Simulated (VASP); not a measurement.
In3Se, 4 atoms in the cell. The structure is tetragonal, space group P4/mmm (No. 123). The conventional cell has a = 4.613 Å, b = 4.613 Å, c = 4.899 Å, α = 90.00°, β = 90.00°, γ = 90.00°. In (site symmetry mmm) has 8 In at 3.26 to 3.36 Å and 4 Se at 3.36 Å within 4.3 Å. In (site symmetry 4/mmm) has 4 Se at 3.26 Å and 8 In at 3.36 Å within 4.3 Å. Within 4.3 Å of Se (site symmetry 4/mmm) lie 12 In at 3.26 to 3.36 Å. 

* Program: VASP 6.6.1
* Task: single point
* Functional: PBEsol
* Dispersion: D3(BJ)
* Potentials or basis: VASP PAW PBE potentials, release 64 (In_d, Se)
* Cutoff: 520 eV
* k mesh: 10 × 10 × 10
* Occupations: gaussian, width 0.15 eV
* Spin: no spin polarisation
* Dipole correction: no
* Further INCAR settings: ALGO = Normal; EDIFF = 1e-07; NBANDS = 30

Potentials or basis: VASP PAW PBE potentials, release 64 (In_d, Se).

The run is started by

```bash
$ cat potpaw_PBE.64/In_d/POTCAR potpaw_PBE.64/Se/POTCAR > POTCAR
$ mpirun -np 1 vasp_std > vasp.out
```

Hardware: 1 thread of Intel(R) Xeon(R) 6975P-C (Granite Rapids), on a shared host.

Problem. How long does it take, and how much memory?

Solution. It took 2.1 min on 1 thread of Intel(R) Xeon(R) 6975P-C (Granite Rapids) (shared host), peak memory 0.44 GiB. Counts: scf iterations 13, k points 126.
